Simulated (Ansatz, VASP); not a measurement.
# TaN: VASP beside Ansatz

```
CELL_PARAMETERS angstrom
0.00000 2.21132 2.21132
2.21132 0.00000 2.21132
2.21132 2.21132 0.00000
ATOMIC_POSITIONS crystal
Ta 0.50000 0.50000 0.50000
N 0.00000 0.00000 0.00000
```

Alike in both runs: functional r2SCAN; k mesh 10 × 10 × 10; occupations fermi-dirac, width 0.05 eV; no spin polarisation; Hubbard terms Ta d U = 6.0 eV.

|  | VASP | Ansatz |
| --- | --- | --- |
| version | VASP 6.6.1 | Ansatz 0.2.0 |
| potentials or method | VASP PAW PBE potentials, release 64 (Ta_pv, N) | Ansatz PAW |
| plane-wave cutoff (eV) | 520 | 500 |
| valence electrons in the cell | 16 | 18 |
| task | single point | projected density of states |

|  | VASP | Ansatz | Ansatz less VASP |
| --- | --- | --- | --- |
| gap on the k mesh at the Fermi level (eV) | none | none | - |
| pressure (GPa) | 13.8 | -0.1 | -13.90 |

VASP's potentials were made for PBE, not for r2SCAN. The programs project onto different local orbitals, so the same U acts differently, and such runs can settle in different states. A gap of «none» marks a metal or a gap that the smearing closes. VASP's potentials hold 16 valence electrons a cell and Ansatz's 18, so a difference there can come from the potentials and not from the codes.

Neither program's run includes spin-orbit coupling.
